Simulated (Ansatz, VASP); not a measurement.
Two plane-wave programs on TePtSe3

INCAR

```
PREC = Accurate
ENCUT = 520
EDIFF = 1E-6
ISMEAR = 0
SIGMA = 0.1
LREAL = F
LASPH = T
NELM = 150
ALGO = Normal
ISIF = 2
LWAVE = F
LCHARG = T
ISPIN = 2
MAGMOM = 0 1 0 0 0
LORBIT = 11
LMAXMIX = 4
GGA = PE
LELF = T
LVHAR = T
NBANDS = 29
```

Contents of KPOINTS:

```
Automatic mesh
0
Gamma
  4 4 2
```

File POSCAR:

```
TePtSe3
1.0
    4.2772199600      0.0000000000      0.0000000000
    0.0000000000      4.2772199600      0.0000000000
    0.0000000000      0.0000000000      8.4491117700
Te Pt Se
1 1 3
Direct
    0.0000000000      0.0000000000      0.5000000000
    0.0000000000      0.0000000000      0.0000000000
    0.5000000000      0.5000000000      0.5000000000
    0.5000000000      0.5000000000      0.8456847300
    0.5000000000      0.5000000000      0.1543152700
```

Input for Ansatz:

```yaml
crystal:
  lattice:
    - [4.27721996, 0.0, 0.0]
    - [0.0, 4.27721996, 0.0]
    - [0.0, 0.0, 8.44911177]
  atoms:
    - { symbol: Te, position: [0.0, 0.0, 0.5] }
    - { symbol: Pt, position: [0.0, 0.0, 0.0], spin: 1.0 }
    - { symbol: Se, position: [0.5, 0.5, 0.5] }
    - { symbol: Se, position: [0.5, 0.5, 0.84568473] }
    - { symbol: Se, position: [0.5, 0.5, 0.15431527] }
basis:
  ecutwfc: 420
kpoints:
  mp_grid: { grid: [4, 4, 2] }
hamiltonian:
  xc: pbe
scf:
  occupations: { method: gaussian, width: 0.1 }
  lower_state_search: "off"
output:
  forces: true
  stress: true
  eigenvalues: true
  populations: true
magnetization:
  spin_polarized: true
```

Alike in both runs: task single point; functional PBE; k mesh 4 × 4 × 2; occupations gaussian, width 0.1 eV; collinear spin.

```csv
,VASP,Ansatz
version,VASP 6.6.1,Ansatz 0.2.0
potentials or method,"VASP PAW PBE potentials, release 64 (Te, Pt, Se), cutoff 520 eV","scalar-relativistic, plane waves, PAW"
valence electrons in the cell,34,82
```

```csv
,VASP,Ansatz,Ansatz less VASP
gap on the k mesh at the Fermi level (eV),none,none,-
pressure (GPa),-8.7,-8.6,+0.03
"traceless stress, the component that is largest in VASP (GPa)",2.64,2.64,+0.002
rms of the force components (eV/Å),0.631,0.634,+0.0023
net moment per atom (μB),0.09,0.09,-0.001
```

Atom by atom the forces differ by 0.002 eV/Å (rms over components). A gap of «none» marks a metal or a gap that the smearing closes. VASP's potentials hold 34 valence electrons a cell and Ansatz's 82, so a difference there can come from the potentials and not from the codes.

The k mesh is coarse, so the values compare programs but aren't converged. Neither program's run includes spin-orbit coupling.
